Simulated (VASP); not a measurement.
# Mg in VASP: a series of runs

The runs below take Mg through single point, with PBE.

Program: VASP 6.6.1. These are calculated values, not measurements. Logs are shortened: lines on timing, memory, paths and dates and some standing lists are left out, and cuts for length are marked.

**1. The cell of the first run**

The cell holds a slab with vacuum, 17 atoms: a = 6.420 Å, b = 6.420 Å, c = 19.820 Å, α = 90.00°, β = 90.00°, γ = 60.00°.

**2. Single point, PBE**

The input, INCAR:

```
SYSTEM = Mg
PREC = Accurate
ENCUT = 520
EDIFF = 1E-6
ISMEAR = 0
SIGMA = 0.15
LREAL = Auto
LASPH = .True.
NELM = 100
ALGO = Normal
ISIF = 2
LWAVE = .False.
LCHARG = .False.
GGA = PE
NBANDS = 31
```

The input, KPOINTS:

```
regular mesh
0
Gamma
  3 3 1
  0 0 0
```

The input, POSCAR:

```
Mg
1.0
    6.4200000000      0.0000000000      0.0000000000
    3.2100000000      5.5598830000      0.0000000000
    0.0000000000      0.0000000000     19.8195600000
Mg
17
Direct
   -0.1666666367      0.3333332734      0.0504552069
    0.3333333633      0.3333332734      0.0504552069
   -0.1666666817      0.8333333633      0.0504552069
    0.3333333183      0.8333333633      0.0504552069
    0.0026429024      0.0009023571      0.1848471914
    0.5036332545     -0.0004185340      0.1856507410
    0.0014004464      0.5018134374      0.1856839405
    0.5036244657      0.5018245888      0.1855483674
   -0.1622974321      0.3343917489      0.3142666134
    0.3386166281      0.3358502328      0.3120871503
   -0.1621791292      0.8350619968      0.3139149910
    0.3370260278      0.8350326796      0.3142458763
    0.0048877377      0.0013410354      0.4513360539
    0.5037848204      0.0074291132      0.4464536549
    0.0110744375      0.5001682589      0.4463743393
    0.5075047968      0.5039156400      0.4510879152
    0.7153307567      0.7083490786      0.5821883533
```

Potentials or basis: VASP PAW PBE potentials, release 64 (Mg).

Launch:

```console
> cat potpaw_PBE.64/Mg/POTCAR > POTCAR
> mpirun -np 1 vasp_std > vasp.out
```

OUTCAR:

```text
SYSTEM = Mg
   PREC = Accurate
   ENCUT = 520
   EDIFF = 1E-6
   ISMEAR = 0
   LREAL = Auto
   LASPH = .True.
   NELM = 100
   ISIF = 2
   GGA = PE

 ion  position               nearest neighbor table
   1  0.833  0.333  0.050-   4 3.21   3 3.21   2 3.21   2 3.21   3 3.21   4 3.21   5 3.24   8 3.24
                             7 3.27
   2  0.333  0.333  0.050-   3 3.21   4 3.21   1 3.21   1 3.21   4 3.21   3 3.21   7 3.25   6 3.26
                             8 3.27
   3  0.833  0.833  0.050-   2 3.21   1 3.21   4 3.21   4 3.21   1 3.21   2 3.21   6 3.25   7 3.25
                             5 3.26
   4  0.333  0.833  0.050-   1 3.21   2 3.21   3 3.21   3 3.21   2 3.21   1 3.21   5 3.24   8 3.25
                             6 3.27
   5  0.003  0.001  0.185-  11 3.15   9 3.17  12 3.17   6 3.21   7 3.21   8 3.21   8 3.21   7 3.21
                             6 3.21   4 3.24   1 3.24   3 3.26
   6  0.504  1.000  0.186-  10 3.13  12 3.14  11 3.15   8 3.20   7 3.20   5 3.21   5 3.21   7 3.22
                             8 3.22   3 3.25   2 3.26   4 3.27
   7  0.001  0.502  0.186-  10 3.13   9 3.14  11 3.15   6 3.20   8 3.20   5 3.21   5 3.21   8 3.22
                             6 3.22   3 3.25   2 3.25   1 3.27
   8  0.504  0.502  0.186-  10 3.11  12 3.15   9 3.16   6 3.20   7 3.20   5 3.21   5 3.21   7 3.22
                             6 3.22   1 3.24   4 3.25   2 3.27
   9  0.838  0.334  0.314-   7 3.14   8 3.16   5 3.17  10 3.20  11 3.21  12 3.21  12 3.21  11 3.21
                            10 3.22  15 3.23  16 3.27  13 3.29
  10  0.339  0.336  0.312-   8 3.11   6 3.13   7 3.13   9 3.20  12 3.20  11 3.21  11 3.21  12 3.22
                             9 3.22  15 3.22  14 3.23  16 3.33
  11  0.838  0.835  0.314-   7 3.15   6 3.15   5 3.15  12 3.20   9 3.21  10 3.21  10 3.21   9 3.21
                            12 3.22  14 3.22  15 3.22  13 3.29
  12  0.337  0.835  0.314-   6 3.14   8 3.15   5 3.17  10 3.20  11 3.20   9 3.21   9 3.21  11 3.22
                            10 3.22  14 3.23  16 3.28  13 3.29
  13  0.005  0.001  0.451-  14 3.20  15 3.20  16 3.21  16 3.21  15 3.22  14 3.22  12 3.29   9 3.29
                            11 3.29
  14  0.504  0.007  0.446-  15 3.16  17 3.19  13 3.20  16 3.20  11 3.22  16 3.22  13 3.22  12 3.23
                            10 3.23  15 3.26
  15  0.011  0.500  0.446-  14 3.16  17 3.18  13 3.20  16 3.20  11 3.22  16 3.22  13 3.22  10 3.22
                             9 3.23  14 3.26
  16  0.508  0.504  0.451-  15 3.20  14 3.20  13 3.21  13 3.21  14 3.22  15 3.22   9 3.27  12 3.28
                            10 3.33  17 3.46
  17  0.715  0.708  0.582-  15 3.18  14 3.19  16 3.46

  LATTYP: Found a hexagonal cell.
 ALAT       =     6.4199999201
 C/A-ratio  =     3.0871589169

  Lattice vectors:

 A1 = (  -3.2100000000,  -5.5598830000,   0.0000000000)
 A2 = (   6.4200000000,   0.0000000000,   0.0000000000)
 A3 = (   0.0000000000,   0.0000000000,  19.8195600000)

Analysis of symmetry for initial positions (statically):
=====================================================================
 Subroutine PRICEL returns:
 Original cell was already a primitive cell.

 Routine SETGRP: Setting up the symmetry group for a
 hexagonal supercell.

 Subroutine GETGRP returns: Found  1 space group operations
 (whereof  1 operations were pure point group operations)
 out of a pool of 24 trial point group operations.

The static configuration has the point symmetry C_1 .

Analysis of symmetry for dynamics (positions and initial velocities):
=====================================================================
 Subroutine PRICEL returns:
 Original cell was already a primitive cell.

 Routine SETGRP: Setting up the symmetry group for a
 hexagonal supercell.

 Subroutine GETGRP returns: Found  1 space group operations
 (whereof  1 operations were pure point group operations)
 out of a pool of 24 trial point group operations.

The dynamic configuration has the point symmetry C_1 .

 Subroutine INISYM returns: Found  1 space group operations
 (whereof  1 operations are pure point group operations),
 and found     1 'primitive' translations

----------------------------------------------------------------------------------------

                                     Primitive cell

  volume of cell :     707.4483

  direct lattice vectors                    reciprocal lattice vectors
     6.420000000  0.000000000  0.000000000     0.155763240 -0.089929950  0.000000000
     3.210000000  5.559883000  0.000000000     0.000000000  0.179859900  0.000000000
     0.000000000  0.000000000 19.819560000     0.000000000  0.000000000  0.050455207

  length of vectors
     6.420000000  6.419999920 19.819560000     0.179859898  0.179859900  0.050455207

[... 46 lines left out ...]

 Generating k-lattice:

  Cartesian coordinates                     Fractional coordinates (reciprocal lattice)
     0.051921080 -0.029976650  0.000000000     0.333333333 -0.000000000  0.000000000
     0.000000000  0.059953300  0.000000000     0.000000000  0.333333333  0.000000000
     0.000000000  0.000000000  0.050455207     0.000000000  0.000000000  1.000000000

  Length of vectors
     0.059953299  0.059953300  0.050455207

  Shift w.r.t. Gamma in fractional coordinates (k-lattice)
     0.000000000  0.000000000  0.000000000

 Subroutine IBZKPT returns following result:
 ===========================================

 Found      5 irreducible k-points:

 Following reciprocal coordinates:
            Coordinates               Weight
  0.000000  0.000000  0.000000      1.000000
  0.333333 -0.000000  0.000000      2.000000
  0.333333  0.333333  0.000000      2.000000
  0.000000  0.333333  0.000000      2.000000
 -0.333333  0.333333  0.000000      2.000000
   k-points           NKPTS =      5   k-points in BZ     NKDIM =      5   number of bands    NBANDS=     31
   number of dos      NEDOS =    301   number of ions     NIONS =     17
   total plane-waves  NPLWV = 345600
   dimension x,y,z NGX =    48 NGY =   48 NGZ =  150
   dimension x,y,z NGXF=    96 NGYF=   96 NGZF=  300
   ions per type =              17
   NGX,Y,Z   is equivalent  to a cutoff of  12.43, 12.43, 12.58 a.u.
   NGXF,Y,Z  is equivalent  to a cutoff of  24.86, 24.86, 25.16 a.u.
 SYSTEM =  Mg
   PREC   = accura    normal or accurate (medium, high low for compatibility)
   ISTART =      0    job   : 0-new  1-cont  2-samecut
   ICHARG =      2    charge: 1-file 2-atom 10-const
   ISPIN  =      1    spin polarized calculation?
   LNONCOLLINEAR =      F non collinear calculations
   LSORBIT =      F    spin-orbit coupling
   LASPH  =      T    aspherical Exc in radial PAW
   ENCUT  =  520.0 eV  38.22 Ry    6.18 a.u.  11.94 11.94 36.85*2*pi/ulx,y,z
   NELM   =    100;   NELMIN=  2; NELMDL= -5     # of ELM steps
   EDIFF  = 0.1E-05   stopping-criterion for ELM
   LREAL  =      T    real-space projection
   EDIFFG = 0.1E-04   stopping-criterion for IOM
   NSW    =      0    number of steps for IOM
   IBRION =     -1    ionic relax: 0-MD 1-quasi-New 2-CG
   NFREE  =      0    steps in history (QN), initial steepest desc. (CG)
   ISIF   =      2    stress and relaxation
   ISYM   =      2    0-nonsym 1-usesym 2-fastsym
   POTIM  = 0.5000    time-step for ionic-motion
   TEBEG  =    0.0;   TEEND  =   0.0 temperature during run
   PSTRESS=    0.0 pullay stress
   NELECT =      34.0000    total number of electrons
   NUPDOWN=      -1.0000    fix difference up-down
   EMIN   =  10.00;   EMAX   =-10.00  energy-range for DOS
   EFERMI =   0.00;   METHOD = LEGACY
   ISMEAR =     0;   SIGMA  =   0.15  broadening in eV -4-tet -1-fermi 0-gaus
   EFERMI_NEDOS =   21; number of points for ismear=-14 and -15
   IALGO  =     38    algorithm
   IMIX   =      4    mixing-type and parameters
     AMIX     =   0.40;   BMIX     =  1.00
     AMIX_MAG =   1.60;   BMIX_MAG =  1.00
  volume/ion in A,a.u.               =      41.61       280.83
  Fermi-wavevector in a.u.,A,eV,Ry     =   0.595209  1.124782  4.820189  0.354274
  Thomas-Fermi vector in A             =   1.645086
   LORBIT       =      0    0 simple, 1 ext, 2 COOP (PROOUT), +10 PAW based schemes
   GGA     = PE    functional components
   LHFCALC =     F    Hartree Fock is set to
   AEXX    =    0.0000 exact exchange contribution
   IVDW    =     0    specifies the selected vdW correction
   LEPSILON=     F    determine dielectric tensor
   LRPA    =     F    only Hartree local field effects (RPA)
 non-spin polarized calculation
 Gauss-broadening in eV      SIGMA  =   0.15
  energy-cutoff  :      520.00
  volume of cell :      707.45
 maximum number of plane-waves:     19087
   NGX = 23   NGY = 23   NGZ = 73

 number of electron      34.0000000 magnetization

 Free energy of the ion-electron system (eV)
  ---------------------------------------------------
  ext. energy  EPLUGINS =         0.00000000
  ---------------------------------------------------
  free energy    TOTEN  =       -21.87484564 eV

  energy without entropy =      -21.67933727  energy(sigma->0) =      -21.77709146

 E-fermi :   0.0090     XC(G=0):  -5.7262

 val. band max:       -0.0032661029   @ k =   0.0000   0.0000   0.0000
 cond. band min:       0.0106654804   @ k =   0.0000   0.0000   0.0000
 fundamental gap:      0.0139315833
 Fermi energy:         0.0089917271

 k-point     1 :       0.0000    0.0000    0.0000
  band No.  band energies     occupation
      1      -6.6330      2.00000
      2      -5.8755      2.00000
      3      -4.7423      2.00000
      4      -3.2055      2.00000
      5      -1.9768      2.00000
      6      -1.8991      2.00000
[... 149 lines left out ...]
     28       2.3784      0.00000
     29       2.9171      0.00000
 [bands above 29 left out]

------------------------ aborting loop because EDIFF is reached ----------------------------------------

  FORCE on cell =-STRESS in cart. coord.  units (eV):
  Direction    XX          YY          ZZ          XY          YZ          ZX
  --------------------------------------------------------------------------------------
  -------------------------------------------------------------------------------------
  Total       -5.0560835     -4.9091791     -0.1981850     -0.1428684     -0.0767360     -0.2343921
  in kB      -11.4506498    -11.1179514     -0.4488350     -0.3235579     -0.1737862     -0.5308342
  external PRESSURE =      -7.6724787 kB  Pullay stress =       0.0000000 kB

 VOLUME and BASIS-vectors are now :
 -----------------------------------------------------------------------------
  energy-cutoff  :      520.00
  volume of cell :      707.45
      direct lattice vectors                 reciprocal lattice vectors
     6.420000000  0.000000000  0.000000000     0.155763240 -0.089929950  0.000000000
     3.210000000  5.559883000  0.000000000     0.000000000  0.179859900  0.000000000
     0.000000000  0.000000000 19.819560000     0.000000000  0.000000000  0.050455207

 POSITION                                       TOTAL-FORCE (eV/Angst)
 -----------------------------------------------------------------------------------
      6.42000      1.85329      1.00000         0.004790      0.030972      0.010486
      3.21000      1.85329      1.00000         0.008747      0.003515     -0.012985
      8.02500      4.63324      1.00000        -0.019745     -0.014273      0.023338
      4.81500      4.63324      1.00000         0.030452     -0.014877      0.009868
      0.01986      0.00502      3.66359        -0.000594      0.000362      0.000827
      6.44198      5.55756      3.67952        -0.000673      0.001509     -0.000559
[... 9 lines left out ...]
      4.87575      2.80171      8.94036        -0.002187      0.000167     -0.010793
      6.86622      3.93834     11.53872        -0.019890     -0.008559     -0.002866
 -----------------------------------------------------------------------------------
    total drift:                               -0.001041     -0.000974      0.007012

  FREE ENERGIE OF THE ION-ELECTRON SYSTEM (eV)
  ---------------------------------------------------
  free  energy   TOTEN  =       -21.8748456415 eV

  energy  without entropy=      -21.6793372687  energy(sigma->0) =      -21.77709146
```

It took 1.7 min on 1 thread of Intel Xeon 6975P-C (Granite Rapids), shared host; peak memory 0.65 GiB.

What came out:

```yaml
Free_energy: -21.8748 eV
Largest_force: 0.035 eV/Å
Band_gap_on_the_k_mesh: zero (band 17 reaches 0.12 eV, above the bottom of band 18 at -0.43 eV)
```

Forces in eV/Å, atoms in the order of the input:
```
Mg   0.005  0.031  0.010
Mg   0.009  0.004 -0.013
Mg  -0.020 -0.014  0.023
Mg   0.030 -0.015  0.010
Mg  -0.001  0.000  0.001
Mg  -0.001  0.002 -0.001
Mg   0.000  0.000 -0.001
Mg  -0.002  0.000  0.001
Mg  -0.001  0.001 -0.002
Mg   0.001  0.000  0.002
Mg  -0.001  0.001 -0.001
Mg   0.001 -0.001 -0.001
Mg   0.000  0.000 -0.007
Mg  -0.001 -0.001 -0.003
Mg   0.000  0.000 -0.005
Mg  -0.002  0.000 -0.011
Mg  -0.020 -0.009 -0.003
```

Levels at points of the mesh, in eV from the Fermi level:
| k point | band 13 | band 14 | band 15 | band 16 | band 17 | band 18 | band 19 | band 20 | band 21 | band 22 |
| --- | --- | --- | --- | --- | --- | --- | --- | --- | --- | --- |
| (0.00, 0.00, 0.00) | -1.22 | -1.19 | -1.17 | -1.16 | -1.13 | -0.44 | -0.01 | 0.00 | 0.06 | 0.11 |

Caveat: the k points lie up to 0.38 Å⁻¹ apart.

(Continued in part 2 of 2.)
